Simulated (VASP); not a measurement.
# As (R-3m) in VASP: notebook

Runs on As. Level: PBEsol. Tasks: single point.

All numbers are computed with VASP 6.6.1; they aren't measurements. Logs are shortened: lines on timing, memory, paths and dates and some standing lists are left out, and cuts for length are marked.

## Step 1: The cell of the first run

It takes space group R-3m (No. 166, trigonal). The conventional cell has a = 3.816 Å, b = 3.816 Å, c = 10.457 Å, α = 90.00°, β = 90.00°, γ = 120.00°. Within 3.4 Å of As (site symmetry 3m) lie 6 As at 2.54 to 3.12 Å.

## Step 2: Single point, PBEsol (strain +0.015 along x and y, +0.000 along z)

File INCAR:

```
SYSTEM = As
PREC = Accurate
ENCUT = 520
EDIFF = 1E-7
ISMEAR = 0
SIGMA = 0.15
LREAL = .FALSE.
LASPH = .TRUE.
NELM = 60
ALGO = Normal
ISIF = 2
LWAVE = .FALSE.
LCHARG = .FALSE.
GGA = PS
NBANDS = 12
```

File KPOINTS:

```
regular mesh
0
G
  18 18 18
  0 0 0
```

File POSCAR:

```
As
1.0
    1.9079456994      1.1015529631      3.4857700000
   -1.9079456994      1.1015529631      3.4857700000
    0.0000000000     -2.2031059263      3.4857700000
As
2
Direct
    0.2275400000      0.2275400000      0.2275400000
    0.7724600000      0.7724600000      0.7724600000
```

Potentials or basis: VASP PAW PBE potentials, release 64 (As).

Run with:

```bash
$ cat potpaw_PBE.64/As/POTCAR > POTCAR
$ mpirun -np 1 vasp_std > vasp.out
```

OUTCAR:

```text
SYSTEM = As
   PREC = Accurate
   ENCUT = 520
   EDIFF = 1E-7
   ISMEAR = 0
   LREAL = .FALSE.
   LASPH = .TRUE.
   NELM = 60
   ISIF = 2
   GGA = PS

 ion  position               nearest neighbor table
   1  0.228  0.228  0.228-   2 2.54   2 2.54   2 2.54
   2  0.772  0.772  0.772-   1 2.54   1 2.54   1 2.54

  LATTYP: Found a trigonal (rhomboedric) cell.
 ALAT       =     4.1236231903
 COS(alpha) =     0.5718419934

  Lattice vectors:

 A1 = (   1.9079456994,   1.1015529631,   3.4857700000)
 A2 = (  -1.9079456994,   1.1015529631,   3.4857700000)
 A3 = (   0.0000000000,  -2.2031059263,   3.4857700000)

Analysis of symmetry for initial positions (statically):
=====================================================================
 Subroutine PRICEL returns:
 Original cell was already a primitive cell.

 Routine SETGRP: Setting up the symmetry group for a
 trigonal (rhombohedral) supercell.

 Subroutine GETGRP returns: Found 12 space group operations
 (whereof 12 operations were pure point group operations)
 out of a pool of 12 trial point group operations.

The static configuration has the point symmetry D_3d.

Analysis of symmetry for dynamics (positions and initial velocities):
=====================================================================
 Subroutine PRICEL returns:
 Original cell was already a primitive cell.

 Routine SETGRP: Setting up the symmetry group for a
 trigonal (rhombohedral) supercell.

 Subroutine GETGRP returns: Found 12 space group operations
 (whereof 12 operations were pure point group operations)
 out of a pool of 12 trial point group operations.

The dynamic configuration has the point symmetry D_3d.

 Subroutine INISYM returns: Found 12 space group operations
 (whereof 12 operations are pure point group operations),
 and found     1 'primitive' translations

----------------------------------------------------------------------------------------

                                     Primitive cell

  volume of cell :      43.9563

  direct lattice vectors                    reciprocal lattice vectors
     1.907945699  1.101552963  3.485770000     0.262061965  0.151301546  0.095626887
    -1.907945699  1.101552963  3.485770000    -0.262061965  0.151301546  0.095626887
     0.000000000 -2.203105926  3.485770000     0.000000000 -0.302603093  0.095626887

  length of vectors
     4.123623190  4.123623190  4.123623190     0.317353325  0.317353325  0.317353325

  position of ions in fractional coordinates (direct lattice)
     0.227540000  0.227540000  0.227540000
     0.772460000  0.772460000  0.772460000

  ion indices of the primitive-cell ions
   primitive index   ion index
                 1           1
                 2           2

----------------------------------------------------------------------------------------

 KPOINTS: regular mesh

Automatic generation of k-mesh.
 Grid dimensions read from file:
 generate k-points for:   18   18   18

 Generating k-lattice:

  Cartesian coordinates                     Fractional coordinates (reciprocal lattice)
     0.014558998  0.008405641  0.005312605     0.055555556 -0.000000000  0.000000000
    -0.014558998  0.008405641  0.005312605    -0.000000000  0.055555556  0.000000000
     0.000000000 -0.016811283  0.005312605     0.000000000  0.000000000  0.055555556

  Length of vectors
     0.017630740  0.017630740  0.017630740

  Shift w.r.t. Gamma in fractional coordinates (k-lattice)
     0.000000000  0.000000000  0.000000000

 Subroutine IBZKPT returns following result:
 ===========================================

 Found    580 irreducible k-points:

 Following reciprocal coordinates:
            Coordinates               Weight
  0.000000  0.000000  0.000000      1.000000
  0.055556  0.000000 -0.000000      6.000000
  0.111111  0.000000 -0.000000      6.000000
  0.166667 -0.000000 -0.000000      6.000000
  0.222222  0.000000 -0.000000      6.000000
  0.277778  0.000000 -0.000000      6.000000
[... 16 lines left out ...]
 -0.277778  0.055556  0.000000     12.000000
 -0.222222  0.055556  0.000000     12.000000
 [... further k-points ...]
   k-points           NKPTS =    580   k-points in BZ     NKDIM =    580   number of bands    NBANDS=     12
   number of dos      NEDOS =    301   number of ions     NIONS =      2
   total plane-waves  NPLWV =  32768
   dimension x,y,z NGX =    32 NGY =   32 NGZ =   32
   dimension x,y,z NGXF=    64 NGYF=   64 NGZF=   64
   ions per type =               2
   NGX,Y,Z   is equivalent  to a cutoff of  12.90, 12.90, 12.90 a.u.
   NGXF,Y,Z  is equivalent  to a cutoff of  25.80, 25.80, 25.80 a.u.
 SYSTEM =  As
   PREC   = accura    normal or accurate (medium, high low for compatibility)
   ISTART =      0    job   : 0-new  1-cont  2-samecut
   ICHARG =      2    charge: 1-file 2-atom 10-const
   ISPIN  =      1    spin polarized calculation?
   LNONCOLLINEAR =      F non collinear calculations
   LSORBIT =      F    spin-orbit coupling
   LASPH  =      T    aspherical Exc in radial PAW
   ENCUT  =  520.0 eV  38.22 Ry    6.18 a.u.   7.67  7.67  7.67*2*pi/ulx,y,z
   NELM   =     60;   NELMIN=  2; NELMDL= -5     # of ELM steps
   EDIFF  = 0.1E-06   stopping-criterion for ELM
   LREAL  =      F    real-space projection
   EDIFFG = 0.1E-05   stopping-criterion for IOM
   NSW    =      0    number of steps for IOM
   IBRION =     -1    ionic relax: 0-MD 1-quasi-New 2-CG
   NFREE  =      0    steps in history (QN), initial steepest desc. (CG)
   ISIF   =      2    stress and relaxation
   ISYM   =      2    0-nonsym 1-usesym 2-fastsym
   POTIM  = 0.5000    time-step for ionic-motion
   TEBEG  =    0.0;   TEEND  =   0.0 temperature during run
   PSTRESS=    0.0 pullay stress
   NELECT =      10.0000    total number of electrons
   NUPDOWN=      -1.0000    fix difference up-down
   EMIN   =  10.00;   EMAX   =-10.00  energy-range for DOS
   EFERMI =   0.00;   METHOD = LEGACY
   ISMEAR =     0;   SIGMA  =   0.15  broadening in eV -4-tet -1-fermi 0-gaus
   EFERMI_NEDOS =   21; number of points for ismear=-14 and -15
   IALGO  =     38    algorithm
   IMIX   =      4    mixing-type and parameters
     AMIX     =   0.40;   BMIX     =  1.00
     AMIX_MAG =   1.60;   BMIX_MAG =  1.00
  volume/ion in A,a.u.               =      21.98       148.32
  Fermi-wavevector in a.u.,A,eV,Ry     =   0.999389  1.888571 13.589193  0.998777
  Thomas-Fermi vector in A             =   2.131675
   LORBIT       =      0    0 simple, 1 ext, 2 COOP (PROOUT), +10 PAW based schemes
   GGA     = PS    functional components
   LHFCALC =     F    Hartree Fock is set to
   AEXX    =    0.0000 exact exchange contribution
   IVDW    =     0    specifies the selected vdW correction
   LEPSILON=     F    determine dielectric tensor
   LRPA    =     F    only Hartree local field effects (RPA)
 non-spin polarized calculation
 Gauss-broadening in eV      SIGMA  =   0.15
  energy-cutoff  :      520.00
  volume of cell :       43.96
 maximum number of plane-waves:      1197
   NGX = 15   NGY = 15   NGZ = 15

 number of electron      10.0000000 magnetization

 number of electron       9.9999999 magnetization

 Free energy of the ion-electron system (eV)
  ---------------------------------------------------
  ext. energy  EPLUGINS =         0.00000000
  ---------------------------------------------------
  free energy    TOTEN  =       -10.19959789 eV

  energy without entropy =      -10.19684766  energy(sigma->0) =      -10.19822277

 E-fermi :   5.1143     XC(G=0): -10.0303

 val. band max:        5.1024667679   @ k =   0.5000   0.0556   0.0556
 cond. band min:       5.1183374342   @ k =   0.5000   0.0556  -0.0000
 fundamental gap:      0.0158706663
 Fermi energy:         5.1142655266

 k-point     1 :       0.0000    0.0000    0.0000
  band No.  band energies     occupation
      1      -9.7198      2.00000
      2      -0.7708      2.00000
      3       2.7685      2.00000
      4       3.0959      2.00000
      5       3.0959      2.00000
      6       6.8275      0.00000
      7       8.0027      0.00000
      8       8.0027      0.00000
      9      11.7692      0.00000
     10      11.7692      0.00000
     11      12.2031      0.00000
     12      13.7131      0.00000

 k-point     2 :       0.0556    0.0000   -0.0000
  band No.  band energies     occupation
      1      -9.6796      2.00000
      2      -0.9196      2.00000
      3       2.7903      2.00000
      4       3.0687      2.00000
      5       3.0836      2.00000
      6       6.9017      0.00000
      7       7.9038      0.00000
      8       7.9638      0.00000
      9      11.4642      0.00000
     10      11.7039      0.00000
     11      11.9300      0.00000
     12      14.0110      0.00000

 k-point     3 :       0.1111    0.0000   -0.0000
  band No.  band energies     occupation
      1      -9.5593      2.00000
      2      -1.3311      2.00000
      3       2.7634      2.00000
      4       2.9935      2.00000
      5       3.1472      2.00000
      6       7.0079      0.00000
      7       7.6760      0.00000
      8       7.8335      0.00000
      9      10.9392      0.00000
     10      11.6182      0.00000
     11      11.6804      0.00000
     12      14.6808      0.00000

 k-point     4 :       0.1667   -0.0000   -0.0000
  band No.  band energies     occupation
      1      -9.3597      2.00000
      2      -1.9298      2.00000
      3       2.6601      2.00000
      4       2.8865      2.00000
      5       3.3274      2.00000
      6       6.8753      0.00000
      7       7.4526      0.00000
      8       7.6034      0.00000
      9      10.7044      0.00000
     10      11.4744      0.00000
     11      11.8825      0.00000
     12      15.5730      0.00000

 k-point     5 :       0.2222    0.0000   -0.0000
  band No.  band energies     occupation
      1      -9.0825      2.00000
      2      -2.6412      2.00000
      3       2.5639      2.00000
      4       2.7668      2.00000
      5       3.5458      2.00000
      6       6.5121      0.00000
      7       7.1438      0.00000
      8       7.3062      0.00000
      9      10.9058      0.00000
     10      11.5827      0.00000
     11      12.3408      0.00000
     12      16.5478      0.00000
[... 228 lines left out ...]
      1      -7.6126      2.00000
      2      -5.1864      2.00000
      3       2.0646      2.00000
      4       2.6599      2.00000
      5       4.1360      2.00000
      6       5.2931      0.09171
      7       5.6443      0.00000
      8       6.9419      0.00000
      9      12.4561      0.00000
     10      14.0526      0.00000
     11      15.9476      0.00000
     12      16.4288      0.00000

 k-point    22 :      -0.3333    0.0556    0.0000
  band No.  band energies     occupation
      1      -8.1020      2.00000
      2      -4.4704      2.00000
      3       2.1077      2.00000
      4       2.7388      2.00000
      5       3.9630      2.00000
      6       5.5076      0.00021
      7       5.9203      0.00000
      8       7.1616      0.00000
      9      11.7810      0.00000
     10      13.0624      0.00000
     11      14.8753      0.00000
     12      17.1654      0.00000

 k-point    23 :      -0.2778    0.0556    0.0000
  band No.  band energies     occupation
      1      -8.5452      2.00000
      2      -3.7109      2.00000
      3       2.1904      2.00000
      4       2.8011      2.00000
      5       3.7702      2.00000
      6       5.8329      0.00000
      7       6.2950      0.00000
      8       7.4093      0.00000
      9      11.2353      0.00000
     10      12.2632      0.00000
     11      13.8801      0.00000
     12      17.0233      0.00000

 k-point    24 :      -0.2222    0.0556    0.0000
  band No.  band energies     occupation
      1      -8.9234      2.00000
      2      -2.9492      2.00000
      3       2.3090      2.00000
      4       2.8631      2.00000
      5       3.5646      2.00000
      6       6.2387      0.00000
      7       6.7141      0.00000
      8       7.6413      0.00000
      9      10.7970      0.00000
     10      11.7599      0.00000
     11      13.0290      0.00000
     12      16.1144      0.00000

 [... further k-points ...]

------------------------ aborting loop because EDIFF is reached ----------------------------------------

  FORCE on cell =-STRESS in cart. coord.  units (eV):
  Direction    XX          YY          ZZ          XY          YZ          ZX
  --------------------------------------------------------------------------------------
  -------------------------------------------------------------------------------------
  Total       -0.5744496     -0.5744496     -0.4592607      0.0000000      0.0000000      0.0000000
  in kB      -20.9382884    -20.9382884    -16.7397313      0.0000000      0.0000000      0.0000000
  external PRESSURE =     -19.5387694 kB  Pullay stress =       0.0000000 kB

 VOLUME and BASIS-vectors are now :
 -----------------------------------------------------------------------------
  energy-cutoff  :      520.00
  volume of cell :       43.96
      direct lattice vectors                 reciprocal lattice vectors
     1.907945699  1.101552963  3.485770000     0.262061965  0.151301546  0.095626887
    -1.907945699  1.101552963  3.485770000    -0.262061965  0.151301546  0.095626887
     0.000000000 -2.203105926  3.485770000     0.000000000 -0.302603093  0.095626887

 POSITION                                       TOTAL-FORCE (eV/Angst)
 -----------------------------------------------------------------------------------
      0.00000     -0.00000      2.37946         0.000000     -0.000000      0.071680
      0.00000     -0.00000      8.07785         0.000000      0.000000     -0.071680
 -----------------------------------------------------------------------------------
    total drift:                               -0.000000      0.000000     -0.000000

  FREE ENERGIE OF THE ION-ELECTRON SYSTEM (eV)
  ---------------------------------------------------
  free  energy   TOTEN  =       -10.1995978870 eV

  energy  without entropy=      -10.1968476570  energy(sigma->0) =      -10.19822277
```

Run time: 5.5 min. Hardware: 1 thread of AMD EPYC 7R13, shared host; peak memory 0.35 GiB.

What came out:

- Free energy: -10.1996 eV
- Pressure: -2.0 GPa
- Largest force: 0.072 eV/Å
- Band gap on the k mesh: zero (bands 5 and 6 overlap by 0.42 eV)

Forces in eV/Å, atoms in the order of the input:
```
As   0.000  0.000  0.072
As   0.000  0.000 -0.072
```

Levels at points of the mesh, in eV from the Fermi level:
```
           k point  band 1  band 2  band 3  band 4  band 5  band 6  band 7  band 8  band 9  band 10
(0.00, 0.00, 0.00)  -14.83   -5.89   -2.35   -2.02   -2.02    1.71    2.89    2.89    6.65     6.65
(0.50, 0.00, 0.00)  -12.17  -11.04   -2.70   -2.58   -0.40   -0.36    0.34    1.20    8.96     9.35
(0.50, 0.50, 0.00)  -12.14   -9.61   -5.96   -4.12   -4.09    1.49    5.36    6.63    7.17    10.52
(0.50, 0.50, 0.50)  -13.47   -9.98   -1.74   -1.74   -0.82    0.61    0.61    1.63    7.99    10.42
```

Caveat: the cell differs from its parent crystal (strain +0.015 along x and y, +0.000 along z); the PAW data sets were made with another functional, which shifts forces and pressure a little.

[end of part 1 of 2]
